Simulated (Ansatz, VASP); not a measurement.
One calculation of Cr, two programs

```
Cr
1.0
     2.96890    2.96890    0.00000
     2.96890    0.00000    2.96890
     2.96890    0.00000   -2.96890
Cr
4
Direct
  0.00000 0.00000 0.00000
  0.00000 0.50000 0.50000
  0.50000 0.25000 0.75000
  0.50000 0.75000 0.25000
```

Alike in both runs: task single point; functional PBE; k mesh 10 × 10 × 10; occupations fermi-dirac, width 0.05 eV; no spin polarisation.

|  | VASP | Ansatz |
| --- | --- | --- |
| version | VASP 6.6.1 | Ansatz 0.2.0 |
| potentials or method | VASP PAW PBE potentials, release 64 (Cr_pv) | PAW with Ansatz's default frozen-core files, scalar-relativistic |
| plane-wave cutoff (eV) | 520 | 420 |
| valence electrons in the cell | 48 | 56 |

Ansatz gave:

| Item | Value |
| --- | --- |
| pressure (GPa) | -24.6 |

Problem. Estimate VASP's values.

Solution. Pressure (GPa): -25.0.

With one functional, cell and mesh, what is left measures potentials, basis and numerics. VASP's potentials hold 48 valence electrons a cell and Ansatz's 56, so a difference there can come from the potentials and not from the codes.
